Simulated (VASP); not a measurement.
# BAs (P4_12_12) in VASP: further runs

The runs below take BAs through single point, relaxation of cell and atoms, with PBE.

Program: VASP 6.6.1. These are calculated values, not measurements. Logs are shortened: lines on timing, memory, paths and dates and some standing lists are left out, and cuts for length are marked.

**1. The cell of the first run**

The structure is tetragonal, space group P4_12_12 (No. 92). The conventional cell has a = 5.605 Å, b = 5.605 Å, c = 3.060 Å, α = 90.00°, β = 90.00°, γ = 90.00°. B (site symmetry 2) has 4 As at 1.99 to 2.05 Å within 2.6 Å. As (site symmetry 2) has 4 B at 1.99 to 2.05 Å within 2.6 Å.

**2. Single point, PBE**

Contents of INCAR:

```
SYSTEM = BAs
ALGO     = Normal         ! electronic algorithm
EDIFF    = 1E-6           ! SCF threshold, eV
ENCUT    = 520            ! plane-wave cutoff, eV
GGA      = PE             ! functional
ISIF     = 2              ! what is computed and relaxed
ISMEAR   = 0              ! smearing method
LASPH    = .True.         ! aspherical terms in the spheres
LCHARG   = .False.        ! write CHGCAR
LREAL    = .False.        ! projectors in reciprocal space
LWAVE    = .False.        ! write WAVECAR
NBANDS   = 26             ! bands
NELM     = 80             ! most SCF steps
PREC     = Accurate       ! precision mode
SIGMA    = 0.1            ! smearing width, eV
```

Contents of KPOINTS:

```
k-points
0
Gamma
  4 4 6
  0 0 0
```

Contents of POSCAR:

```
BAs
1.0
    5.6047849200      0.0000000000      0.0000000000
    0.0000000000      5.6047849200      0.0000000000
    0.0000000000      0.0000000000      3.0597236000
B As
4 4
Direct
    0.6692432600      0.6692432600      0.5000000000
    0.1692432600      0.8307567400      0.2500000000
    0.3307567400      0.3307567400      0.0000000000
    0.8307567400      0.1692432600      0.7500000000
    0.8307567400      0.8307567400      0.0000000000
    0.3307567400      0.6692432600      0.7500000000
    0.1692432600      0.1692432600      0.5000000000
    0.6692432600      0.3307567400      0.2500000000
```

Potentials or basis: VASP PAW PBE potentials, release 64 (B, As).

On the command line:

```bash
> cat potpaw_PBE.64/B/POTCAR potpaw_PBE.64/As/POTCAR > POTCAR
> mpirun -np 1 vasp_std > vasp.out
```

OUTCAR:

```text
SYSTEM = BAs
   EDIFF = 1E-6
   ENCUT = 520
   GGA = PE
   ISIF = 2
   ISMEAR = 0
   LASPH = .True.
   LREAL = .False.
   NELM = 80
   PREC = Accurate

 ion  position               nearest neighbor table
   1  0.669  0.669  0.500-   5 1.99   5 1.99   8 2.05   6 2.05
   2  0.169  0.831  0.250-   6 1.99   6 1.99   7 2.05   5 2.05
   3  0.331  0.331  0.000-   7 1.99   7 1.99   8 2.05   6 2.05
   4  0.831  0.169  0.750-   8 1.99   8 1.99   5 2.05   7 2.05
   5  0.831  0.831  0.000-   1 1.99   1 1.99   4 2.05   2 2.05
   6  0.331  0.669  0.750-   2 1.99   2 1.99   3 2.05   1 2.05
   7  0.169  0.169  0.500-   3 1.99   3 1.99   4 2.05   2 2.05
   8  0.669  0.331  0.250-   4 1.99   4 1.99   1 2.05   3 2.05

  LATTYP: Found a simple tetragonal cell.
 ALAT       =     5.6047849200
 C/A-ratio  =     0.5459127591

  Lattice vectors:

 A1 = (   5.6047849200,   0.0000000000,   0.0000000000)
 A2 = (   0.0000000000,   5.6047849200,   0.0000000000)
 A3 = (   0.0000000000,   0.0000000000,   3.0597236000)

Analysis of symmetry for initial positions (statically):
=====================================================================
 Subroutine PRICEL returns:
 Original cell was already a primitive cell.

 Routine SETGRP: Setting up the symmetry group for a
 simple tetragonal supercell.

 Subroutine GETGRP returns: Found  8 space group operations
 (whereof  2 operations were pure point group operations)
 out of a pool of 16 trial point group operations.

The static configuration has the point symmetry C_2 .
 The point group associated with its full space group is D_4 .

Analysis of symmetry for dynamics (positions and initial velocities):
=====================================================================
 Subroutine PRICEL returns:
 Original cell was already a primitive cell.

 Routine SETGRP: Setting up the symmetry group for a
 simple tetragonal supercell.

 Subroutine GETGRP returns: Found  8 space group operations
 (whereof  2 operations were pure point group operations)
 out of a pool of 16 trial point group operations.

The dynamic configuration has the point symmetry C_2 .
 The point group associated with its full space group is D_4 .

 Subroutine INISYM returns: Found  8 space group operations
 (whereof  2 operations are pure point group operations),
[... 108 lines left out ...]
   LREAL  =      F    real-space projection
   EDIFFG = 0.1E-04   stopping-criterion for IOM
   NSW    =      0    number of steps for IOM
   IBRION =     -1    ionic relax: 0-MD 1-quasi-New 2-CG
   NFREE  =      0    steps in history (QN), initial steepest desc. (CG)
   ISIF   =      2    stress and relaxation
   ISYM   =      2    0-nonsym 1-usesym 2-fastsym
   POTIM  = 0.5000    time-step for ionic-motion
   TEBEG  =    0.0;   TEEND  =   0.0 temperature during run
   PSTRESS=    0.0 pullay stress
   NELECT =      32.0000    total number of electrons
   NUPDOWN=      -1.0000    fix difference up-down
   EMIN   =  10.00;   EMAX   =-10.00  energy-range for DOS
   EFERMI =   0.00;   METHOD = LEGACY
   ISMEAR =     0;   SIGMA  =   0.10  broadening in eV -4-tet -1-fermi 0-gaus
   EFERMI_NEDOS =   21; number of points for ismear=-14 and -15
   IALGO  =     38    algorithm
   IMIX   =      4    mixing-type and parameters
     AMIX     =   0.40;   BMIX     =  1.00
     AMIX_MAG =   1.60;   BMIX_MAG =  1.00
  volume/ion in A,a.u.               =      12.01        81.08
  Fermi-wavevector in a.u.,A,eV,Ry     =   1.134640  2.144159 17.516251  1.287408
  Thomas-Fermi vector in A             =   2.271344
   LORBIT       =      0    0 simple, 1 ext, 2 COOP (PROOUT), +10 PAW based schemes
   GGA     = PE    functional components
   LHFCALC =     F    Hartree Fock is set to
   AEXX    =    0.0000 exact exchange contribution
   IVDW    =     0    specifies the selected vdW correction
   LEPSILON=     F    determine dielectric tensor
   LRPA    =     F    only Hartree local field effects (RPA)
 non-spin polarized calculation
 Gauss-broadening in eV      SIGMA  =   0.10
  energy-cutoff  :      520.00
  volume of cell :       96.12
 maximum number of plane-waves:      2612
 NGX is ok and might be reduce to    42
   NGX = 21   NGY = 21   NGZ = 11

 number of electron      32.0000002 magnetization

 Free energy of the ion-electron system (eV)
  ---------------------------------------------------
  ext. energy  EPLUGINS =         0.00000000
  ---------------------------------------------------
  free energy    TOTEN  =       -40.31394722 eV

  energy without entropy =      -40.31393688  energy(sigma->0) =      -40.31394205

 E-fermi :   7.6777     XC(G=0): -11.2013

 val. band max:        7.4447314646   @ k =   0.0000   0.0000   0.5000
 cond. band min:       7.9106455605   @ k =   0.0000   0.0000   0.1667
 fundamental gap:      0.4659140958
 Fermi energy:         7.6776883694

 k-point     1 :       0.0000    0.0000    0.0000
  band No.  band energies     occupation
      1      -9.2570      2.00000
      2      -5.9302      2.00000
      3      -5.9302      2.00000
      4      -5.7692      2.00000
      5      -2.0352      2.00000
      6      -0.2782      2.00000
[... 685 lines left out ...]
     25      15.1935      0.00000
     26      15.1935      0.00000

------------------------ aborting loop because EDIFF is reached ----------------------------------------

  FORCE on cell =-STRESS in cart. coord.  units (eV):
  Direction    XX          YY          ZZ          XY          YZ          ZX
  --------------------------------------------------------------------------------------
  -------------------------------------------------------------------------------------
  Total       12.7731543     12.7731543     23.9228916     -0.0000000      0.0000000      0.0000000
  in kB      212.9161689    212.9161689    398.7715400     -0.0000000      0.0000000      0.0000000
  external PRESSURE =     274.8679593 kB  Pullay stress =       0.0000000 kB

 VOLUME and BASIS-vectors are now :
 -----------------------------------------------------------------------------
  energy-cutoff  :      520.00
  volume of cell :       96.12
      direct lattice vectors                 reciprocal lattice vectors
     5.604784920  0.000000000  0.000000000     0.178418978  0.000000000  0.000000000
     0.000000000  5.604784920  0.000000000     0.000000000  0.178418978  0.000000000
     0.000000000  0.000000000  3.059723600     0.000000000  0.000000000  0.326826907

 POSITION                                       TOTAL-FORCE (eV/Angst)
 -----------------------------------------------------------------------------------
      3.75096      3.75096      1.52986         0.359080      0.359080     -0.000000
      0.94857      4.65621      0.76493         0.359080     -0.359080     -0.000000
      1.85382      1.85382      0.00000        -0.359080     -0.359080     -0.000000
      4.65621      0.94857      2.29479        -0.359080      0.359080     -0.000000
      4.65621      4.65621      0.00000        -0.571237     -0.571237     -0.000000
      1.85382      3.75096      2.29479        -0.571237      0.571237     -0.000000
      0.94857      0.94857      1.52986         0.571237      0.571237     -0.000000
      3.75096      1.85382      0.76493         0.571237     -0.571237      0.000000
 -----------------------------------------------------------------------------------
    total drift:                               -0.000000      0.000000      0.000000

  FREE ENERGIE OF THE ION-ELECTRON SYSTEM (eV)
  ---------------------------------------------------
  free  energy   TOTEN  =       -40.3139472195 eV

  energy  without entropy=      -40.3139368837  energy(sigma->0) =      -40.31394205
```

Run time: 27 s. Hardware: 1 thread of AMD EPYC 9R45 (Zen 5), shared host; peak memory 0.18 GiB.

Results:

| Item | Value |
| --- | --- |
| Free energy | -40.3139 eV |
| Pressure | 27.5 GPa |
| Largest force | 0.808 eV/Å |
| Band gap on the k mesh | zero (band 16 reaches 7.91 eV, above the bottom of band 17 at 7.44 eV) |

Forces on the atoms (eV/Å):
```
B    0.359  0.359  0.000
B    0.359 -0.359  0.000
B   -0.359 -0.359  0.000
B   -0.359  0.359  0.000
As  -0.571 -0.571  0.000
As  -0.571  0.571  0.000
As   0.571  0.571  0.000
As   0.571 -0.571  0.000
```

Stress tensor (GPa, compression positive):
```
21.29  0.00  0.00
 0.00 21.29  0.00
 0.00  0.00 39.88
```

**3. Single point, PBE**

This run uses another cell than the first one, of 13.94 Å³/atom, 1.161 times its volume.

Contents of INCAR:

```
PREC = Accurate
ENCUT = 520
EDIFF = 1E-6
ISMEAR = 0
SIGMA = 0.1
LREAL = False
LASPH = True
NELM = 60
ALGO = Normal
ISIF = 2
LWAVE = False
LCHARG = True
GGA = PE
LELF = True
LVHAR = True
NBANDS = 26
```

Contents of KPOINTS:

```
regular mesh
0
Gamma
  4 4 6
```

Contents of POSCAR:

```
BAs
1.0
    5.8218555870      0.0000000000      0.0000000000
    0.0000000000      5.8218555870      0.0000000000
    0.0000000000      0.0000000000      3.2914327400
B As
4 4
Direct
    0.6714636389      0.6714636389      0.5000000000
    0.1714636389      0.8285363611      0.2500000000
    0.3285363611      0.3285363611      0.0000000000
    0.8285363611      0.1714636389      0.7500000000
    0.8260847508      0.8260847508      0.0000000000
    0.3260847508      0.6739152492      0.7500000000
    0.1739152492      0.1739152492      0.5000000000
    0.6739152492      0.3260847508      0.2500000000
```

Potentials or basis: VASP PAW PBE potentials, release 64 (B, As).

On the command line:

```bash
> cat potpaw_PBE.64/B/POTCAR potpaw_PBE.64/As/POTCAR > POTCAR
> mpirun -np 1 vasp_std > vasp.out
```

Wall time 37 s (1 thread of AMD EPYC 9R45 (Zen 5), shared host); peak memory 0.21 GiB.

Results (log left out):

- Free energy: -41.7144 eV
- Pressure: 0.7 GPa
- Largest force: 0.011 eV/Å

Forces on the atoms (eV/Å):
```
B   -0.007 -0.007  0.000
B   -0.007  0.007  0.000
B    0.007  0.007  0.000
B    0.007 -0.007  0.000
As   0.008  0.008  0.000
As   0.008 -0.008  0.000
As  -0.008 -0.008  0.000
As  -0.008  0.008  0.000
```

Stress tensor (GPa, compression positive):
```
0.65 0.00 0.00
0.00 0.65 0.00
0.00 0.00 0.88
```

Levels at points of the mesh, in eV from the Fermi level:
```
           k point  band 14  band 15  band 16  band 17  band 18  band 19
(0.00, 0.00, 0.00)    -0.85    -0.85    -0.61     2.01     2.01     2.35
(0.50, 0.00, 0.00)    -2.09    -1.43    -1.43     2.09     2.09     2.92
(0.50, 0.50, 0.00)    -2.16    -1.97    -1.97     1.70     1.70     2.29
(0.00, 0.00, 0.50)    -4.06    -3.41    -3.41     0.04     0.04     3.50
(0.50, 0.00, 0.50)    -2.42    -2.12    -2.12     1.24     1.24     1.27
(0.50, 0.50, 0.50)    -2.39    -2.39    -2.39     0.40     0.40     0.40
```

**4. Single point, PBE**

This run uses another cell than the first one, of 13.98 Å³/atom, 1.163 times its volume.

Contents of INCAR:

```
PREC = Accurate ; ENCUT = 520
EDIFF = 1E-6 ; ISMEAR = 0
SIGMA = 0.01 ; LREAL = F
LASPH = T ; NELM = 80
ALGO = Normal ; ISIF = 2
LWAVE = F ; LCHARG = F
GGA = PE ; NBANDS = 26
```

Contents of KPOINTS:

```
regular mesh
0
Gamma
  6 6 12
```

Contents of POSCAR:

```
BAs
1.0
    5.8270929135      0.0000000000      0.0000000000
    0.0000000000      5.8270929135      0.0000000000
    0.0000000000      0.0000000000      3.2927425329
B As
4 4
Direct
    0.6714871565      0.6714871565      0.5000000000
    0.1714871565      0.8285128435      0.2500000000
    0.3285128435      0.3285128435      0.0000000000
    0.8285128435      0.1714871565      0.7500000000
    0.8261163289      0.8261163289      0.0000000000
    0.3261163289      0.6738836711      0.7500000000
    0.1738836711      0.1738836711      0.5000000000
    0.6738836711      0.3261163289      0.2500000000
```

On the command line:

```bash
> cat potpaw_PBE.64/B/POTCAR potpaw_PBE.64/As/POTCAR > POTCAR
> mpirun -np 1 vasp_std > vasp.out
```

Wall time 94 s (1 thread of AMD EPYC 9R45 (Zen 5), shared host); peak memory 0.28 GiB.

The run converged. Its results:

* Free energy: -41.7188 eV
* Pressure: 0.5 GPa
* Largest force: 0.011 eV/Å
* Band gap on the k mesh: zero (band 16 reaches 6.37 eV, above the bottom of band 17 at 6.28 eV)

Forces on the atoms (eV/Å):
```
B   -0.008 -0.008  0.000
B   -0.008  0.008  0.000
B    0.008  0.008  0.000
B    0.008 -0.008  0.000
As   0.008  0.008  0.000
As   0.008 -0.008  0.000
As  -0.008 -0.008  0.000
As  -0.008  0.008  0.000
```

Stress tensor (GPa, compression positive):
```
0.43 0.00 0.00
0.00 0.43 0.00
0.00 0.00 0.62
```

Levels at points of the mesh, in eV from the Fermi level:
| k point | band 13 | band 14 | band 15 | band 16 | band 17 | band 18 | band 19 | band 20 |
| --- | --- | --- | --- | --- | --- | --- | --- | --- |
| (0.00, 0.00, 0.00) | -1.86 | -0.81 | -0.81 | -0.57 | 2.04 | 2.04 | 2.37 | 3.01 |
| (0.50, 0.00, 0.00) | -2.05 | -2.05 | -1.38 | -1.38 | 2.12 | 2.12 | 2.96 | 2.96 |
| (0.50, 0.50, 0.00) | -2.12 | -2.12 | -1.92 | -1.92 | 1.74 | 1.74 | 2.33 | 2.33 |
| (0.00, 0.00, 0.50) | -4.01 | -4.01 | -3.36 | -3.36 | 0.09 | 0.09 | 3.53 | 3.53 |
| (0.50, 0.00, 0.50) | -2.38 | -2.38 | -2.07 | -2.07 | 1.28 | 1.28 | 1.31 | 1.31 |
| (0.50, 0.50, 0.50) | -2.35 | -2.35 | -2.35 | -2.35 | 0.44 | 0.44 | 0.44 | 0.44 |

**5. Single point, PBE**

This run uses another cell than the first one, of 13.98 Å³/atom, 1.163 times its volume.

Contents of INCAR:

```
ALGO = Normal
EDIFF = 1E-6
ENCUT = 520
GGA = PE
ISIF = 2
ISMEAR = 0
LASPH = True
LCHARG = False
LREAL = False
LWAVE = False
NBANDS = 26
NELM = 100
PREC = Accurate
SIGMA = 0.1
```

Contents of KPOINTS:

```
k-points
0
Gamma
  6 6 12
```

POSCAR is that of step 4.

On the command line:

```bash
> cat potpaw_PBE.64/B/POTCAR potpaw_PBE.64/As/POTCAR > POTCAR
> mpirun -np 1 vasp_std > vasp.out
```

Wall time 93 s (1 thread of AMD EPYC 9R45 (Zen 5), shared host); peak memory 0.28 GiB.

Results (log left out):

- Free energy: -41.7191 eV
- Pressure: 0.5 GPa
- Largest force: 0.009 eV/Å
- Band gap on the k mesh: zero (band 16 reaches 6.37 eV, above the bottom of band 17 at 6.28 eV)

Forces in eV/Å, atoms in the order of the input:
```
B   -0.007 -0.007  0.000
B   -0.007  0.007  0.000
B    0.007  0.007  0.000
B    0.007 -0.007  0.000
As   0.006  0.006  0.000
As   0.006 -0.006  0.000
As  -0.006 -0.006  0.000
As  -0.006  0.006  0.000
```

Stress tensor (GPa, compression positive):
```
0.44 0.00 0.00
0.00 0.44 0.00
0.00 0.00 0.63
```

Levels at points of the mesh, in eV from the Fermi level:
```
           k point  band 12  band 13  band 14  band 15  band 16  band 17  band 18  band 19  band 20  band 21
(0.00, 0.00, 0.00)    -2.02    -1.84    -0.80    -0.80    -0.55     2.05     2.05     2.39     3.02     3.57
(0.50, 0.00, 0.00)    -2.73    -2.03    -2.03    -1.37    -1.37     2.14     2.14     2.97     2.97     3.53
(0.50, 0.50, 0.00)    -3.35    -2.10    -2.10    -1.91    -1.91     1.76     1.76     2.34     2.34     2.59
(0.00, 0.00, 0.50)    -4.20    -4.00    -4.00    -3.35    -3.35     0.10     0.10     3.54     3.54     4.69
(0.50, 0.00, 0.50)    -5.53    -2.36    -2.36    -2.06    -2.06     1.29     1.29     1.32     1.32     2.63
(0.50, 0.50, 0.50)    -4.15    -2.33    -2.33    -2.33    -2.33     0.46     0.46     0.46     0.46     2.01
```

**6. Relaxation of cell and atoms, PBE**

Contents of INCAR:

```
SYSTEM = BAs
  PREC = Accurate
  ENCUT = 600
  EDIFF = 1E-6
  ISMEAR = 0
  SIGMA = 0.1
  LREAL = .False.
  LASPH = .True.
  NELM = 100
  ALGO = Normal
  ISIF = 3
  LWAVE = .False.
  LCHARG = .False.
  GGA = PE
  IBRION = 2
  NSW = 90
  EDIFFG = -0.04
```

Contents of KPOINTS:

```
Automatic mesh
0
Gamma
  4 4 6
  0 0 0
```

Contents of POSCAR:

```
BAs
1.0
    5.6047849200      0.0000000000      0.0000000000
    0.0000000000      5.6047849200      0.0000000000
    0.0000000000      0.0000000000      3.0597236000
B As
4 4
Direct
    0.6692432600      0.6692432600      0.5000000000
    0.1692432600      0.8307567400      0.2500000000
    0.3307567400      0.3307567400      0.0000000000
    0.8307567400      0.1692432600      0.7500000000
    0.8307567400      0.8307567400      0.0000000000
    0.3307567400      0.6692432600      0.7500000000
    0.1692432600      0.1692432600      0.5000000000
    0.6692432600      0.3307567400      0.2500000000
```

Potentials or basis: VASP PAW PBE potentials, release 64 (B, As).

On the command line:

```bash
> cat potpaw_PBE.64/B/POTCAR potpaw_PBE.64/As/POTCAR > POTCAR
> mpirun -np 1 vasp_std > vasp.out
```

It took 3.6 min on 1 thread of Intel Xeon 6975P-C, shared host; peak memory 0.26 GiB.

It converged, with:

```yaml
Free_energy: -41.7154 eV
Relaxed_volume: 14.04 Å³/atom
Relaxed_cell: a = 5.835 Å, b = 5.835 Å, c = 3.299 Å, α = 90.00°, β = 90.00°, γ = 90.00°
Space_group_after_relaxing_to_0.05_Å: P4_12_12 (No. 92)
Energy_gained_by_relaxing: 174.6 meV/atom
Ionic_steps: 7
Pressure_after_relaxing: -0.1 GPa
Largest_force_after_relaxing: 0.018 eV/Å
Band_gap_on_the_k_mesh: 0.06 eV, indirect (least direct gap 1.85 eV)
```

Forces in eV/Å, atoms in the order of the input:
```
B   -0.013 -0.013  0.000
B   -0.013  0.013  0.000
B    0.013  0.013  0.000
B    0.013 -0.013  0.000
As  -0.008 -0.008  0.000
As  -0.008  0.008  0.000
As   0.008  0.008  0.000
As   0.008 -0.008  0.000
```

Stress tensor (GPa, compression positive):
```
-0.07  0.00  0.00
 0.00 -0.07  0.00
 0.00  0.00 -0.16
```

Step by step:
```tsv
step	energy change (eV)	largest force (eV/Å)	pressure (GPa)	volume (Å³)
1	0.0000	0.8080	27.48	96.12
2	-0.6711	0.0299	-12.21	127.57
3	-1.3876	0.2615	-0.52	112.66
4	-1.3878	0.2690	-0.12	112.31
5	-1.3966	0.0335	0.17	112.12
6	-1.3967	0.0220	0.15	112.13
7	-1.3970	0.0185	-0.10	112.31
```

Final structure:
```
B As
1.0
     5.83463    0.00000    0.00000
     0.00000    5.83463    0.00000
     0.00000    0.00000    3.29916
B As
4 4
Direct
  0.67186 0.67186 0.50000
  0.17186 0.82814 0.25000
  0.32814 0.32814 0.00000
  0.82814 0.17186 0.75000
  0.82645 0.82645 0.00000
  0.32645 0.67355 0.75000
  0.17355 0.17355 0.50000
  0.67355 0.32645 0.25000
```

Levels at points of the mesh, in eV from the valence-band top:
```tsv
k point	band 13	band 14	band 15	band 16	band 17	band 18	band 19	band 20
(0.00, 0.00, 0.00)	-1.90	-0.86	-0.86	-0.61	1.98	1.98	2.28	2.93
(0.50, 0.00, 0.00)	-2.09	-2.09	-1.42	-1.42	2.06	2.06	2.89	2.89
(0.50, 0.50, 0.00)	-2.15	-2.15	-1.96	-1.96	1.69	1.69	2.25	2.25
(0.00, 0.00, 0.50)	-4.05	-4.05	-3.38	-3.38	0.06	0.06	3.47	3.47
(0.50, 0.00, 0.50)	-2.41	-2.41	-2.10	-2.10	1.23	1.23	1.26	1.26
(0.50, 0.50, 0.50)	-2.39	-2.39	-2.39	-2.39	0.40	0.40	0.40	0.40
```

Caveat: the volume moved by over 15 % at a fixed basis, so the end points are rough. A k mesh can miss the band edges.

**7. Overview**

```tsv
task	cell	k mesh	cutoff (eV)	smearing	gap on the mesh (eV)	pressure (GPa)	largest force (eV/Å)
single point	a = 5.605, b = 5.605, c = 3.060 Å, 8 atoms	4 × 4 × 6	520	gaussian 0.1 eV	none	27.5	0.81
single point	a = 5.822, b = 5.822, c = 3.291 Å, 8 atoms	4 × 4 × 6	520	gaussian 0.1 eV	-	0.7	0.01
single point	a = 5.827, b = 5.827, c = 3.293 Å, 8 atoms	6 × 6 × 12	520	gaussian 0.01 eV	none	0.5	0.01
single point	a = 5.827, b = 5.827, c = 3.293 Å, 8 atoms	6 × 6 × 12	520	gaussian 0.1 eV	none	0.5	0.01
relaxation of cell and atoms	relaxed from a = 5.605, b = 5.605, c = 3.060 Å, 8 atoms	4 × 4 × 6	600	gaussian 0.1 eV	0.06	-0.1	0.02
```

Alike in all rows: level PBE; potentials or basis VASP PAW PBE potentials, release 64 (B, As); no spin polarisation.

Caveats: the volume moved by over 15 % at a fixed basis, so the end points are rough (some runs).

Total energies depend on the potentials used, so only differences within one code and one set of settings carry meaning.
